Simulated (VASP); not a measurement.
Input of a VASP 6.6.1 run:

INCAR

```
SYSTEM = AlGaN2
ALGO = Normal
EDIFF = 1E-6
ENCUT = 520
ISIF = 2
ISMEAR = 0
LASPH = .TRUE.
LCHARG = .FALSE.
LREAL = .FALSE.
LWAVE = .FALSE.
NBANDS = 21
NELM = 100
PREC = Accurate
SIGMA = 0.05
```

The input KPOINTS:

```
k-points
0
G
  8 8 6
  0 0 0
```

POSCAR

```
AlGaN2
1.0
    3.0426596441      0.0000000000      0.0000000000
    0.0000000000      3.0426596441      0.0000000000
    0.0000000000      0.0000000000      4.7140516040
Al Ga N
1 1 2
Direct
    0.5000000000      0.5000000000      0.5000000000
    0.0000000000      0.0000000000      0.0000000000
    0.5000000000      0.0000000000      0.7382648100
    0.0000000000      0.5000000000      0.2617351900
```

Potentials or basis: VASP PAW LDA potentials, release 64 (Al, Ga_d, N).

Run with:

```bash
$ cat potpaw_LDA.64/Al/POTCAR potpaw_LDA.64/Ga_d/POTCAR potpaw_LDA.64/N/POTCAR > POTCAR
$ mpirun -np 1 vasp_std > vasp.out
```

**Question.** Predict the largest force.

**Answer.** 0.330 eV/Å.

**Question.** Estimate the band gap on the k mesh.

**Answer.** 2.66 eV, direct.

**Question.** Predict the pressure.

**Answer.** -4.6 GPa.

Stress tensor (GPa, compression positive):
```
  0.75   0.00   0.00
  0.00   0.75   0.00
  0.00   0.00 -15.41
```

 A k mesh can miss the band edges.
